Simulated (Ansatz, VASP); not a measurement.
## In: VASP beside Ansatz

INCAR

```
SYSTEM = In
  PREC = Accurate
  ENCUT = 520
  EDIFF = 1E-7
  ISMEAR = 0
  SIGMA = 0.15
  LREAL = .False.
  LASPH = .True.
  NELM = 100
  ALGO = Fast
  ISIF = 2
  LWAVE = .False.
  LCHARG = .False.
  GGA = PS
  NBANDS = 12
```

File KPOINTS:

```
regular mesh
0
Gamma
  20 20 20
  0 0 0
```

Contents of POSCAR:

```
In
1.0
   -1.6749345000      1.6749345000      2.4739500000
    1.6749345000     -1.6749345000      2.4739500000
    1.6749345000      1.6749345000     -2.4739500000
In
1
Direct
    0.0000000000      0.0000000000      0.0000000000
```

Input for Ansatz:

```yaml
crystal:
  lattice:
    - [-1.6749345, 1.6749345, 2.47395]
    - [1.6749345, -1.6749345, 2.47395]
    - [1.6749345, 1.6749345, -2.47395]
  atoms:
    - { symbol: In, position: [0.0, 0.0, 0.0] }
basis:
  ecutwfc: 420
kpoints:
  mp_grid: { grid: [20, 20, 20] }
hamiltonian:
  xc: pbesol
scf:
  occupations: { method: gaussian, width: 0.15 }
output:
  forces: true
  stress: true
  eigenvalues: true
```

Change from the starting cell: strain +0.030 along x and y, +0.000 along z, atoms carried along.

Alike in both runs: task single point; functional PBEsol; k mesh 20 × 20 × 20; occupations gaussian, width 0.15 eV; no spin polarisation.

|  | VASP | Ansatz |
| --- | --- | --- |
| version | VASP 6.6.1 | Ansatz 0.2.0 |
| potentials or method | VASP PAW PBE potentials, release 64 (In_d), cutoff 520 eV | scalar-relativistic, plane waves, PAW |
| valence electrons in the cell | 13 | 13 |

```tsv
	VASP	Ansatz	Ansatz less VASP
gap on the k mesh at the Fermi level (eV)	none	none	-
pressure (GPa)	-3.0	-3.0	+0.06
traceless stress, the component that is largest in VASP (GPa)	0.07	0.07	+0.002
```

VASP's potentials were made for PBE, not for PBEsol. A gap of «none» marks a metal or a gap that the smearing closes. The functional is the same, so the differences come from potentials, cutoffs and numerics.
